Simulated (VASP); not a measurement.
# Ga2As (P4/nmm) in VASP: a series of runs, part 2 of 2

VASP 6.6.1. The steps go on from the part before.

### 5 Relaxation of cell and atoms, PBE

File INCAR:

```
PREC = Accurate
ENCUT = 600
EDIFF = 1E-7
ISMEAR = 0
SIGMA = 0.1
LREAL = F
LASPH = T
NELM = 60
ALGO = Normal
ISIF = 3
LWAVE = F
LCHARG = F
GGA = PE
IBRION = 2
NSW = 90
EDIFFG = -0.04
```

File KPOINTS:

```
regular mesh
0
Gamma
  4 4 4
```

File POSCAR:

```
Ga2As
1.0
    4.0785038804      0.0000000000      0.0000000000
    0.0000000000      4.0785038804      0.0000000000
    0.0000000000      0.0000000000      6.2229877594
Ga As
4 2
Direct
    0.0000000000      0.0000000000      0.0000000000
    0.5000000000      0.5000000000      0.0000000000
    0.0000000000      0.5000000000      0.2700000000
    0.5000000000      0.0000000000      0.7300000000
    0.0000000000      0.5000000000      0.7000000000
    0.5000000000      0.0000000000      0.3000000000
```

Launch:

```
> cat potpaw_PBE.64/Ga_d/POTCAR potpaw_PBE.64/As/POTCAR > POTCAR
> mpirun -np 1 vasp_std > vasp.out
```

It took 14 min on 1 thread of Intel Xeon 6975P-C (Granite Rapids), shared host; peak memory 0.28 GiB.

It converged, with:

```yaml
Free_energy: -20.7135 eV
Relaxed_volume: 19.96 Å³/atom
Relaxed_cell: a = 3.966 Å, b = 3.966 Å, c = 7.614 Å, α = 90.00°, β = 90.00°, γ = 90.00°
Space_group_after_relaxing_to_0.1_Å: P4/nmm (No. 129)
Energy_gained_by_relaxing: 244.6 meV/atom
Ionic_steps: 22
Pressure_after_relaxing: -0.2 GPa
Largest_force_after_relaxing: 0.012 eV/Å
Band_gap_on_the_k_mesh: zero (bands 31 and 32 overlap by 4.76 eV)
```

Forces on the atoms (eV/Å):
```
Ga   0.000  0.000  0.000
Ga   0.000  0.000  0.000
Ga   0.000  0.000 -0.012
Ga   0.000  0.000  0.012
As   0.000  0.000  0.004
As   0.000  0.000 -0.004
```

Stress tensor (GPa, compression positive):
```
-0.30  0.00  0.00
 0.00 -0.30  0.00
 0.00  0.00  0.05
```

The path:
```tsv
step	energy change (eV)	largest force (eV/Å)	pressure (GPa)	volume (Å³)
1	0.0000	1.7490	13.74	103.51
2	-0.9482	0.8395	-2.59	127.29
3	-0.9633	0.9268	-1.22	123.90
4	-1.0633	0.6919	-0.83	122.28
5	-1.1426	0.2444	0.57	119.39
6	-1.1993	0.1806	-0.02	120.20
7	-1.3828	0.2453	-1.57	122.33
8	-1.3716	0.2143	-2.53	125.34
9	-1.4123	0.2106	-2.33	124.24
10	-1.4119	0.1889	-2.27	123.79
11	-1.4341	0.1792	-1.70	122.57
12	-1.4357	0.2089	0.28	118.78
13	-1.4512	0.2172	-0.67	120.64
14	-1.4514	0.2213	-0.54	120.39
15	-1.4584	0.1839	-0.33	119.94
16	-1.4636	0.0983	0.05	119.15
17	-1.4636	0.0897	0.09	119.08
18	-1.4644	0.0797	0.05	119.18
19	-1.4660	0.0483	-0.07	119.50
20	-1.4669	0.0213	-0.34	120.13
21	-1.4670	0.0085	-0.26	119.93
22	-1.4678	0.0124	-0.18	119.77
```

Final structure:
```yaml
crystal:
  lattice:
    - [3.96614, 0.00000, 0.00000]
    - [0.00000, 3.96614, 0.00000]
    - [0.00000, 0.00000, 7.61393]
  atoms:
    - { symbol: Ga, position: [0.00000, 0.00000, 0.00000] }
    - { symbol: Ga, position: [0.50000, 0.50000, 0.00000] }
    - { symbol: Ga, position: [0.00000, 0.50000, 0.34082] }
    - { symbol: Ga, position: [0.50000, 0.00000, 0.65918] }
    - { symbol: As, position: [0.00000, 0.50000, 0.68250] }
    - { symbol: As, position: [0.50000, 0.00000, 0.31750] }
```

Levels at points of the mesh, in eV from the Fermi level:
```csv
k point,band 27,band 28,band 29,band 30,band 31,band 32,band 33,band 34,band 35,band 36
"(0.00, 0.00, 0.00)",-2.50,-0.94,-0.81,-0.81,-0.60,-0.37,0.89,0.89,1.33,3.37
"(0.50, 0.00, 0.00)",-0.42,-0.42,-0.13,-0.13,0.95,0.95,1.78,1.78,2.64,2.64
"(0.50, 0.50, 0.00)",-3.80,-3.80,-3.66,-3.66,-3.07,-3.07,1.90,1.90,3.89,3.89
"(0.00, 0.00, 0.50)",-2.12,-2.12,-1.64,-1.64,-0.57,0.95,1.67,1.67,2.81,4.41
"(0.50, 0.00, 0.50)",-2.57,-2.57,-0.33,-0.33,1.69,1.69,1.96,1.96,2.06,2.06
"(0.50, 0.50, 0.50)",-4.91,-4.91,-1.67,-1.67,-1.50,-1.50,-1.05,-1.05,1.92,1.92
```

Caveat: the k points lie up to 0.40 Å⁻¹ apart in the final cell, too coarse for converged energies and pressures of a metal; the volume moved by over 15 % at a fixed basis, so the end points are rough.

### 6 Single point, PBE

This run uses another cell than the first one, of 19.86 Å³/atom.

File INCAR:

```
ALGO     = Fast           # electronic algorithm
EDIFF    = 1E-6           # SCF threshold, eV
ENCUT    = 520            # plane-wave cutoff, eV
GGA      = PE             # functional
ISIF     = 2              # what is computed and relaxed
ISMEAR   = 0              # smearing method
LASPH    = True           # aspherical terms in the spheres
LCHARG   = True           # write CHGCAR
LELF     = True           # ELF
LREAL    = False          # projectors in reciprocal space
LVHAR    = True         
LWAVE    = False          # write WAVECAR
NBANDS   = 40             # bands
NELM     = 100            # most SCF steps
PREC     = Accurate       # precision mode
SIGMA    = 0.1            # smearing width, eV
```

File KPOINTS:

```
k-points
0
Gamma
  10 10 6
```

File POSCAR:

```
Ga2As
1.0
    3.8478445909      0.0000000000      0.0000000000
    0.0000000000      3.8478445909      0.0000000000
    0.0000000000      0.0000000000      8.0462779261
Ga As
4 2
Direct
    0.0000000000      0.0000000000      0.0000000000
    0.5000000000      0.5000000000      0.0000000000
    0.0000000000      0.5000000000      0.3597961096
    0.5000000000      0.0000000000      0.6402038904
    0.0000000000      0.5000000000      0.6895647313
    0.5000000000      0.0000000000      0.3104352687
```

Potentials or basis: VASP PAW PBE potentials, release 64 (Ga_d, As).

Launch:

```
> cat potpaw_PBE.64/Ga_d/POTCAR potpaw_PBE.64/As/POTCAR > POTCAR
> mpirun -np 1 vasp_std > vasp.out
```

Run time: 2.9 min. Hardware: 1 thread of Intel Xeon 6975P-C (Granite Rapids), shared host; peak memory 0.44 GiB.

The run converged. Its results:

```yaml
Free_energy: -20.8882 eV
Pressure: 0.1 GPa
Largest_force: 0.011 eV/Å
Band_gap_on_the_k_mesh: zero (bands 31 and 32 overlap by 5.51 eV)
```

Forces in eV/Å, atoms in the order of the input:
```
Ga   0.000  0.000  0.000
Ga   0.000  0.000  0.000
Ga   0.000  0.000 -0.011
Ga   0.000  0.000  0.011
As   0.000  0.000  0.010
As   0.000  0.000 -0.010
```

Levels at points of the mesh, in eV from the Fermi level:
```
           k point  band 27  band 28  band 29  band 30  band 31  band 32  band 33  band 34  band 35  band 36
(0.00, 0.00, 0.00)    -2.35    -1.93    -0.91    -0.91    -0.56     0.02     0.78     0.78     1.77     3.69
(0.50, 0.00, 0.00)    -0.85    -0.85    -0.23    -0.23     0.81     0.81     1.90     1.90     2.95     2.95
(0.50, 0.50, 0.00)    -3.90    -3.90    -3.79    -3.79    -3.48    -3.48     1.04     1.04     3.23     3.23
(0.00, 0.00, 0.50)    -2.09    -1.86    -1.50    -1.50     0.05     0.55     1.36     1.36     3.10     3.18
(0.50, 0.00, 0.50)    -2.85    -2.85    -0.19    -0.19     2.03     2.03     2.41     2.41     2.75     2.75
(0.50, 0.50, 0.50)    -5.11    -5.11    -2.28    -2.28    -2.17    -2.17    -1.08    -1.08     1.52     1.52
```

### 7 Overview

```tsv
task	cell	k mesh	cutoff (eV)	gap on the mesh (eV)	pressure (GPa)	largest force (eV/Å)
single point	a = 4.079, b = 4.079, c = 6.223 Å, 6 atoms, atomic positions A	4 × 4 × 4	520	none	13.8	1.75
single point	a = 4.037, b = 4.037, c = 7.297 Å, 6 atoms, atomic positions B	4 × 4 × 4	520	none	0.0	0.01
single point	a = 3.848, b = 3.848, c = 8.046 Å, 6 atoms, atomic positions C	6 × 6 × 4	520	none	0.3	0.07
relaxation of cell and atoms	relaxed from a = 4.079, b = 4.079, c = 6.223 Å, 6 atoms, atomic positions A	4 × 4 × 4	600	none	-0.2	0.01
single point	a = 3.848, b = 3.848, c = 8.046 Å, 6 atoms, atomic positions C	10 × 10 × 6	520	none	0.1	0.01
```

Alike in all rows: level PBE; potentials or basis VASP PAW PBE potentials, release 64 (Ga_d, As); no spin polarisation; smearing gaussian 0.1 eV.

Caveats: some runs use coarse meshes; forces of over 1 eV/Å act on the atoms, so gaps and moduli don't describe the material at rest (at least some runs); the volume moved by over 15 % at a fixed basis, so the end points are rough (at least some runs).

Total energies depend on the potentials used, so only differences within one code and one set of settings carry meaning.
